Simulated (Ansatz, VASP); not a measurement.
**One calculation of Sn, two programs**

Contents of INCAR:

```
PREC = Accurate
ENCUT = 520
EDIFF = 1E-6
ISMEAR = 0
SIGMA = 0.15
LREAL = False
LASPH = True
NELM = 80
ALGO = Fast
ISIF = 2
LWAVE = False
LCHARG = False
GGA = PE
NBANDS = 21
```

File KPOINTS:

```
regular mesh
0
Gamma
  18 18 18
```

The input POSCAR:

```
Sn
1.0
    0.0000000000      3.6155224952      2.8201075462
    3.6155224952      0.0000000000      2.8201075462
    3.6155224952      3.6155224952      0.0000000000
Sn
2
Direct
    0.5000000000      0.5000000000      0.5000000000
    0.7500000000      0.7500000000      0.7500000000
```

Input for Ansatz:

```yaml
crystal:
  lattice:
    - [0.0, 3.6155224952, 2.8201075462]
    - [3.6155224952, 0.0, 2.8201075462]
    - [3.6155224952, 3.6155224952, 0.0]
  atoms:
    - { symbol: Sn, position: [0.5, 0.5, 0.5] }
    - { symbol: Sn, position: [0.75, 0.75, 0.75] }
basis:
  ecutwfc: 420
kpoints:
  mp_grid: { grid: [18, 18, 18] }
hamiltonian:
  xc: pbe
scf:
  occupations: { method: gaussian, width: 0.15 }
output:
  forces: true
  stress: true
  eigenvalues: true
  write_density: true
  write_potential: true
  elf: true
  volumetric_format: npy
```

Alike in both runs: task single point; functional PBE; k mesh 18 × 18 × 18; occupations gaussian, width 0.15 eV; no spin polarisation.

```csv
,VASP,Ansatz
version,VASP 6.6.1,Ansatz 0.2.0
potentials or method,"VASP PAW PBE potentials, release 64 (Sn_d), cutoff 520 eV","scalar-relativistic, plane waves, PAW"
valence electrons in the cell,28,28
```

|  | VASP | Ansatz | Ansatz less VASP |
| --- | --- | --- | --- |
| gap on the k mesh at the Fermi level (eV) | none | none | - |
| pressure (GPa) | -0.7 | -0.6 | +0.05 |
| traceless stress, the component that is largest in VASP (GPa) | 2.46 | 2.46 | 0.000 |

A gap of «none» marks a metal or a gap that the smearing closes.
